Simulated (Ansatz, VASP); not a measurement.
# K: VASP beside Ansatz

Contents of INCAR:

```
PREC = Accurate
ENCUT = 520
EDIFF = 1E-7
ISMEAR = 0
SIGMA = 0.15
LREAL = F
LASPH = T
NELM = 80
ALGO = Normal
ISIF = 2
LWAVE = F
LCHARG = F
GGA = PE
NBANDS = 10
```

Contents of KPOINTS:

```
regular mesh
0
Gamma
  14 14 14
```

Contents of POSCAR:

```
K
1.0
   -2.5525500000      2.5525500000      2.5525500000
    2.5525500000     -2.5525500000      2.5525500000
    2.5525500000      2.5525500000     -2.5525500000
K
1
Direct
    0.0000000000      0.0000000000      0.0000000000
```

Input for Ansatz:

```yaml
crystal:
  lattice:
    - [-2.55255, 2.55255, 2.55255]
    - [2.55255, -2.55255, 2.55255]
    - [2.55255, 2.55255, -2.55255]
  atoms:
    - { symbol: K, position: [0.0, 0.0, 0.0] }
basis:
  ecutwfc: 420
kpoints:
  mp_grid: { grid: [14, 14, 14] }
hamiltonian:
  xc: pbe
scf:
  occupations: { method: gaussian, width: 0.15 }
output:
  forces: true
  stress: true
  eigenvalues: true
```

Change from the starting cell: strain -0.025 along x and y, -0.025 along z, atoms carried along.

Alike in both runs: task single point; functional PBE; k mesh 14 × 14 × 14; occupations gaussian, width 0.15 eV; no spin polarisation.

|  | VASP | Ansatz |
| --- | --- | --- |
| version | VASP 6.6.1 | Ansatz 0.2.0 |
| potentials or method | VASP PAW PBE potentials, release 64 (K_sv), cutoff 520 eV | scalar-relativistic, plane waves, PAW |
| valence electrons in the cell | 9 | 9 |

|  | VASP | Ansatz | Ansatz less VASP |
| --- | --- | --- | --- |
| gap on the k mesh at the Fermi level (eV) | none | none | - |
| pressure (GPa) | 0.4 | 0.5 | +0.01 |

A gap of «none» marks a metal or a gap that the smearing closes.
